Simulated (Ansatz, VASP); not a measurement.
Two plane-wave programs on NbTe

File INCAR:

```
SYSTEM = NbTe
PREC = Accurate ; ENCUT = 600
EDIFF = 1E-7 ; ISMEAR = -1
SIGMA = 0.05 ; LREAL = .False.
LASPH = .True. ; NELM = 60
ALGO = Normal ; ISIF = 3
LWAVE = .False. ; LCHARG = .False.
GGA = RP ; IVDW = 12
IBRION = 2 ; NSW = 60
EDIFFG = -0.01
```

KPOINTS

```
Automatic mesh
0
Gamma
  8 8 7
  0 0 0
```

File POSCAR:

```
NbTe
1.0
    3.7029743866      0.0000000000      0.0000000000
   -1.8514871933      3.2068698884      0.0000000000
    0.0000000000      0.0000000000      3.6942110000
Te Nb
1 1
Direct
    0.6666666667      0.3333333333      0.0000000000
    0.0000000000      0.0000000000      0.5000000000
```

File input.yaml:

```yaml
crystal:
  lattice:
    - [3.7029743866, 0.0, 0.0]
    - [-1.8514871933, 3.2068698884, 0.0]
    - [0.0, 0.0, 3.694211]
  atoms:
    - { symbol: Te, position: [0.6666666667, 0.3333333333, 0.0] }
    - { symbol: Nb, position: [0.0, 0.0, 0.5] }
hamiltonian:
  xc: rpbe
  pseudopotentials: { kind: paw }
  dispersion: d3bj
kpoints:
  mp_grid: { grid: [8, 8, 7] }
scf:
  occupations: { method: fermi_dirac, width: 0.05 }
output:
  forces: true
  stress: true
  eigenvalues: true
relax:
  f_tol: 0.01
  max_steps: 40
  cell: { stress_tol: 0.05 }
```

Alike in both runs: task relaxation of cell and atoms; functional RPBE; dispersion D3(BJ); k mesh 8 × 8 × 7; occupations fermi-dirac, width 0.05 eV; no spin polarisation.

|  | VASP | Ansatz |
| --- | --- | --- |
| version | VASP 6.6.1 | Ansatz 0.2.0 |
| potentials or method | VASP PAW PBE potentials, release 64 (Te, Nb_sv) | Ansatz PAW |
| plane-wave cutoff (eV) | 600 | 420 |
| valence electrons in the cell | 19 | 29 |

|  | VASP | Ansatz | Ansatz less VASP |
| --- | --- | --- | --- |
| gap on the k mesh at the Fermi level, each at its own relaxed structure (eV) | none | none | - |
| relaxed volume (Å³/atom) | 16.59 | 16.62 | +0.035 |
| relaxed cell length with the largest relative difference (Å) | 3.960 | 3.967 | +0.0069 |

VASP's potentials were made for PBE, not for RPBE. A gap of «none» marks a metal or a gap that the smearing closes. VASP's potentials hold 19 valence electrons a cell and Ansatz's 29, so a difference there can come from the potentials and not from the codes.

Neither program's run includes spin-orbit coupling. Noted on VASP's run: the volume moved by over 15 % at a fixed basis, so the end points are rough. Noted on Ansatz's run: the volume moved by over 15 % at a fixed basis, so the end points are rough; the plane-wave basis is chosen anew once the cell has moved, so the energies of steps on either side of that aren't comparable.
